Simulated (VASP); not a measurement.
# BP (P6_3/mmc) in VASP: relaxation of cell and atoms with r2SCAN

Aim: the relaxation of cell and atoms of BP with r2SCAN.

Program: VASP 6.6.1. These are calculated values, not measurements. Logs are shortened: lines on timing, memory, paths and dates and some standing lists are left out, and cuts for length are marked.

## Step 1: The cell of the first run

The structure is hexagonal, space group P6_3/mmc (No. 194). Conventional cell: a = 3.203 Å, b = 3.203 Å, c = 8.357 Å, α = 90.00°, β = 90.00°, γ = 120.00°. Within 2.5 Å of B (site symmetry -6m2) lie 3 P at 1.85 Å. P (site symmetry -6m2) has 3 B at 1.85 Å within 2.5 Å.

## Step 2: Relaxation of cell and atoms, r2SCAN

The input, POSCAR:

```
BP
1.0
    3.2032918141      0.0000000000      0.0000000000
   -1.6016459071      2.7741320867      0.0000000000
    0.0000000000      0.0000000000      8.3566554388
B P
2 2
Direct
    0.3333333333      0.6666666667      0.2500000000
    0.6666666667      0.3333333333      0.7500000000
    0.3333333333      0.6666666667      0.7500000000
    0.6666666667      0.3333333333      0.2500000000
```

The input, INCAR.step1:

```
PREC = Accurate ; ENCUT = 600
ISMEAR = 0 ; SIGMA = 0.02
LREAL = False ; LASPH = True
NELM = 80 ; GGA = PE
ALGO = Normal ; EDIFF = 1E-4
LWAVE = True ; LCHARG = False
```

The input, INCAR.step2:

```
PREC = Accurate ; ENCUT = 600
EDIFF = 1E-6 ; ISMEAR = 0
SIGMA = 0.02 ; LREAL = False
LASPH = True ; NELM = 80
ALGO = Normal ; ISIF = 3
LWAVE = False ; LCHARG = False
METAGGA = R2SCAN ; LMIXTAU = True
IBRION = 2 ; NSW = 80
EDIFFG = -0.01 ; ISTART = 1
```

The input, KPOINTS:

```
Automatic mesh
0
Gamma
  12 12 4
```

Potentials or basis: VASP PAW PBE potentials, release 64 (B, P).

Command:

```console
cat potpaw_PBE.64/B/POTCAR potpaw_PBE.64/P/POTCAR > POTCAR
cp INCAR.step1 INCAR
mpirun -np 1 vasp_std > vasp.out
cp INCAR.step2 INCAR
mpirun -np 1 vasp_std > vasp.out
```

OUTCAR:

```text
PREC = Accurate
   ENCUT = 600
   EDIFF = 1E-6
   ISMEAR = 0
   LREAL = False
   LASPH = True
   NELM = 80
   ISIF = 3
   METAGGA = R2SCAN
   IBRION = 2
   NSW = 80
   EDIFFG = -0.01
   ISTART = 1

 ion  position               nearest neighbor table
   1  0.333  0.667  0.250-   4 1.85   4 1.85   4 1.85
   2  0.667  0.333  0.750-   3 1.85   3 1.85   3 1.85
   3  0.333  0.667  0.750-   2 1.85   2 1.85   2 1.85
   4  0.667  0.333  0.250-   1 1.85   1 1.85   1 1.85

  LATTYP: Found a hexagonal cell.
 ALAT       =     3.2032918141
 C/A-ratio  =     2.6087712028

  Lattice vectors:

 A1 = (   3.2032918141,   0.0000000000,   0.0000000000)
 A2 = (  -1.6016459071,   2.7741320867,   0.0000000000)
 A3 = (   0.0000000000,   0.0000000000,   8.3566554388)

Analysis of symmetry for initial positions (statically):
=====================================================================
 Subroutine PRICEL returns:
 Original cell was already a primitive cell.

 Routine SETGRP: Setting up the symmetry group for a
 hexagonal supercell.

 Subroutine GETGRP returns: Found 24 space group operations
 (whereof 12 operations were pure point group operations)
 out of a pool of 24 trial point group operations.

The static configuration has the point symmetry D_3d.
 The point group associated with its full space group is D_6h.

Analysis of symmetry for dynamics (positions and initial velocities):
=====================================================================
 Subroutine PRICEL returns:
 Original cell was already a primitive cell.

 Routine SETGRP: Setting up the symmetry group for a
 hexagonal supercell.

 Subroutine GETGRP returns: Found 24 space group operations
 (whereof 12 operations were pure point group operations)
 out of a pool of 24 trial point group operations.

The dynamic configuration has the point symmetry D_3d.
 The point group associated with its full space group is D_6h.

 Subroutine INISYM returns: Found 24 space group operations
 (whereof 12 operations are pure point group operations),
 and found     1 'primitive' translations

----------------------------------------------------------------------------------------

                                     Primitive cell

  volume of cell :      74.2602

  direct lattice vectors                    reciprocal lattice vectors
     3.203291814  0.000000000  0.000000000     0.312178864  0.180236551  0.000000000
    -1.601645907  2.774132087  0.000000000     0.000000000  0.360473102  0.000000000
     0.000000000  0.000000000  8.356655439     0.000000000  0.000000000  0.119665099

  length of vectors
     3.203291814  3.203291814  8.356655439     0.360473102  0.360473102  0.119665099

  position of ions in fractional coordinates (direct lattice)
     0.333333333  0.666666667  0.250000000
     0.666666667  0.333333333  0.750000000
     0.333333333  0.666666667  0.750000000
     0.666666667  0.333333333  0.250000000

  ion indices of the primitive-cell ions
   primitive index   ion index
                 1           1
                 2           2
                 3           3
                 4           4

----------------------------------------------------------------------------------------

 KPOINTS: Automatic mesh

Automatic generation of k-mesh.
 Grid dimensions read from file:
 generate k-points for:   12   12    4

 Generating k-lattice:

  Cartesian coordinates                     Fractional coordinates (reciprocal lattice)
     0.026014905  0.015019713  0.000000000     0.083333333  0.000000000  0.000000000
     0.000000000  0.030039425  0.000000000     0.000000000  0.083333333  0.000000000
     0.000000000  0.000000000  0.029916275     0.000000000  0.000000000  0.250000000

  Length of vectors
     0.030039425  0.030039425  0.029916275

  Shift w.r.t. Gamma in fractional coordinates (k-lattice)
     0.000000000  0.000000000  0.000000000

 Subroutine IBZKPT returns following result:
 ===========================================

 Found     57 irreducible k-points:

 Following reciprocal coordinates:
            Coordinates               Weight
  0.000000  0.000000  0.000000      1.000000
  0.083333 -0.000000  0.000000      6.000000
  0.166667 -0.000000  0.000000      6.000000
  0.250000  0.000000  0.000000      6.000000
  0.333333 -0.000000  0.000000      6.000000
  0.416667 -0.000000  0.000000      6.000000
[... 16 lines left out ...]
  0.250000  0.000000  0.250000     12.000000
  0.333333 -0.000000  0.250000     12.000000
 [... further k-points ...]
   k-points           NKPTS =     57   k-points in BZ     NKDIM =     57   number of bands    NBANDS=     12
   number of dos      NEDOS =    301   number of ions     NIONS =      4
   total plane-waves  NPLWV =  54880
   dimension x,y,z NGX =    28 NGY =   28 NGZ =   70
   dimension x,y,z NGXF=    56 NGYF=   56 NGZF=  140
   ions per type =               2   2
   NGX,Y,Z   is equivalent  to a cutoff of  14.53, 14.53, 13.93 a.u.
   NGXF,Y,Z  is equivalent  to a cutoff of  29.06, 29.06, 27.85 a.u.
 SYSTEM =  unknown system
   PREC   = accura    normal or accurate (medium, high low for compatibility)
   ISTART =      1    job   : 0-new  1-cont  2-samecut
   ICHARG =      0    charge: 1-file 2-atom 10-const
   ISPIN  =      1    spin polarized calculation?
   LNONCOLLINEAR =      F non collinear calculations
   LSORBIT =      F    spin-orbit coupling
   LASPH  =      T    aspherical Exc in radial PAW
   ENCUT  =  600.0 eV  44.10 Ry    6.64 a.u.   6.40  6.40 16.69*2*pi/ulx,y,z
   NELM   =     80;   NELMIN=  2; NELMDL=  0     # of ELM steps
   EDIFF  = 0.1E-05   stopping-criterion for ELM
   LREAL  =      F    real-space projection
   EDIFFG = -.1E-01   stopping-criterion for IOM
   NSW    =     80    number of steps for IOM
   IBRION =      2    ionic relax: 0-MD 1-quasi-New 2-CG
   NFREE  =      1    steps in history (QN), initial steepest desc. (CG)
   ISIF   =      3    stress and relaxation
   ISYM   =      2    0-nonsym 1-usesym 2-fastsym
   POTIM  = 0.5000    time-step for ionic-motion
   TEBEG  =    0.0;   TEEND  =   0.0 temperature during run
   PSTRESS=    0.0 pullay stress
   NELECT =      16.0000    total number of electrons
   NUPDOWN=      -1.0000    fix difference up-down
   EMIN   =  10.00;   EMAX   =-10.00  energy-range for DOS
   EFERMI =   0.00;   METHOD = LEGACY
   ISMEAR =     0;   SIGMA  =   0.02  broadening in eV -4-tet -1-fermi 0-gaus
   EFERMI_NEDOS =   21; number of points for ismear=-14 and -15
   IALGO  =     38    algorithm
   IMIX   =      4    mixing-type and parameters
     AMIX     =   0.40;   BMIX     =  1.00
     AMIX_MAG =   1.60;   BMIX_MAG =  1.00
  volume/ion in A,a.u.               =      18.57       125.28
  Fermi-wavevector in a.u.,A,eV,Ry     =   0.981438  1.854649 13.105406  0.963220
  Thomas-Fermi vector in A             =   2.112444
   LORBIT       =      0    0 simple, 1 ext, 2 COOP (PROOUT), +10 PAW based schemes
   METAGGA = R2SCAN    functional components
   LHFCALC =     F    Hartree Fock is set to
   AEXX    =    0.0000 exact exchange contribution
   IVDW    =     0    specifies the selected vdW correction
   LEPSILON=     F    determine dielectric tensor
   LRPA    =     F    only Hartree local field effects (RPA)
 conjugate gradient relaxation of ions
 non-spin polarized calculation
 Gauss-broadening in eV      SIGMA  =   0.02
  energy-cutoff  :      600.00
  volume of cell :       74.26
 maximum number of plane-waves:      2507
 NGX is ok and might be reduce to    28
   NGX = 13   NGY = 13   NGZ = 33

--------------------------------------- Ionic step        1  -------------------------------------------

 number of electron      16.0000000 magnetization

 Free energy of the ion-electron system (eV)
  ---------------------------------------------------
  ext. energy  EPLUGINS =         0.00000000
  ---------------------------------------------------
  free energy    TOTEN  =       -33.02294726 eV

  energy without entropy =      -33.02294726  energy(sigma->0) =      -33.02294726

------------------------ aborting loop because EDIFF is reached ----------------------------------------

  FORCE on cell =-STRESS in cart. coord.  units (eV):
  Direction    XX          YY          ZZ          XY          YZ          ZX
  --------------------------------------------------------------------------------------
  -------------------------------------------------------------------------------------
  Total       -0.1832338     -0.1832338      0.0377932      0.0000000      0.0000000      0.0000000
  in kB       -3.9533018     -3.9533018      0.8153948      0.0000000      0.0000000      0.0000000
  external PRESSURE =      -2.3637362 kB  Pullay stress =       0.0000000 kB
[... 99 lines left out ...]
  energy  without entropy=      -33.0231141259  energy(sigma->0) =      -33.02311413

--------------------------------------- Ionic step        4  -------------------------------------------

 number of electron      16.0000000 magnetization

 Free energy of the ion-electron system (eV)
  ---------------------------------------------------
  ext. energy  EPLUGINS =         0.00000000
  ---------------------------------------------------
  free energy    TOTEN  =       -33.02311631 eV

  energy without entropy =      -33.02311631  energy(sigma->0) =      -33.02311631

 E-fermi :   2.5924     XC(G=0):  -8.9137

 val. band max:        2.4765548621   @ k =   0.3333   0.3333   0.5000
 cond. band min:       3.5427196898   @ k =   0.3333   0.3333   0.5000
 fundamental gap:      1.0661648277
 Fermi energy:         2.5923532022

 k-point     1 :       0.0000    0.0000    0.0000
  band No.  band energies     occupation
      1     -12.0434      2.00000
      2     -11.8978      2.00000
      3      -2.5358      2.00000
      4      -1.1875      2.00000
      5       0.7275      2.00000
      6       0.7275      2.00000
      7       0.7631      2.00000
      8       0.7631      2.00000
      9       6.0836      0.00000
     10       7.4753      0.00000
     11       7.4753      0.00000
     12       7.5570      0.00000
[... 331 lines left out ...]
 k-point    24 :       0.3333   -0.0000    0.2500
  band No.  band energies     occupation
      1     -10.2893      2.00000
      2     -10.1981      2.00000
      3      -4.3652      2.00000
      4      -4.2999      2.00000
      5      -0.9901      2.00000
      6      -0.9556      2.00000
      7      -0.4586      2.00000
      8       0.4092      2.00000
      9       5.9494      0.00000
     10       5.9878      0.00000
     11       6.0935      0.00000
     12       6.7391      0.00000

 [... further k-points ...]

------------------------ aborting loop because EDIFF is reached ----------------------------------------

  FORCE on cell =-STRESS in cart. coord.  units (eV):
  Direction    XX          YY          ZZ          XY          YZ          ZX
  --------------------------------------------------------------------------------------
  -------------------------------------------------------------------------------------
  Total        0.0038662      0.0038662      0.0339874     -0.0000000     -0.0000000      0.0000000
  in kB        0.0835444      0.0835444      0.7344284     -0.0000000     -0.0000000      0.0000000
  external PRESSURE =       0.3005058 kB  Pullay stress =       0.0000000 kB
[... 19 lines left out ...]
  FREE ENERGIE OF THE ION-ELECTRON SYSTEM (eV)
  ---------------------------------------------------
  free  energy   TOTEN  =       -33.0231163071 eV

  energy  without entropy=      -33.0231163071  energy(sigma->0) =      -33.02311631

 reached required accuracy - stopping structural energy minimisation
```

Wall time 4.3 min (1 thread of Intel Xeon 6975P-C (Granite Rapids), shared host); peak memory 0.27 GiB.

Results:

```
Free energy                           : -33.0231 eV
Relaxed volume                        : 18.54 Å³/atom
Relaxed cell                          : a = 3.201 Å, b = 3.201 Å, c = 8.358 Å, α = 90.00°, β = 90.00°, γ = 120.00°
Space group after relaxing (to 0.1 Å) : P6_3/mmc (No. 194)
Energy gained by relaxing             : 0.0 meV/atom
Ionic steps                           : 4
Pressure after relaxing               : 0.0 GPa
Band gap on the k mesh                : 1.07 eV
```

The path:
| step | energy change (eV) | largest force (eV/Å) | pressure (GPa) | volume (Å³) |
| --- | --- | --- | --- | --- |
| 1 | 0.0000 | 0.0000 | -0.24 | 74.26 |
| 2 | 0.0002 | 0.0000 | 0.45 | 73.97 |
| 3 | -0.0002 | 0.0000 | 0.04 | 74.14 |
| 4 | -0.0002 | 0.0000 | 0.03 | 74.14 |

Final structure:
```
B P
1.0
     3.20051    0.00000    0.00000
    -1.60025    2.77172    0.00000
     0.00000    0.00000    8.35815
B P
2 2
Direct
  0.33333 0.66667 0.25000
  0.66667 0.33333 0.75000
  0.33333 0.66667 0.75000
  0.66667 0.33333 0.25000
```

Caveat: the PAW data sets were made with another functional, which shifts forces and pressure a little.
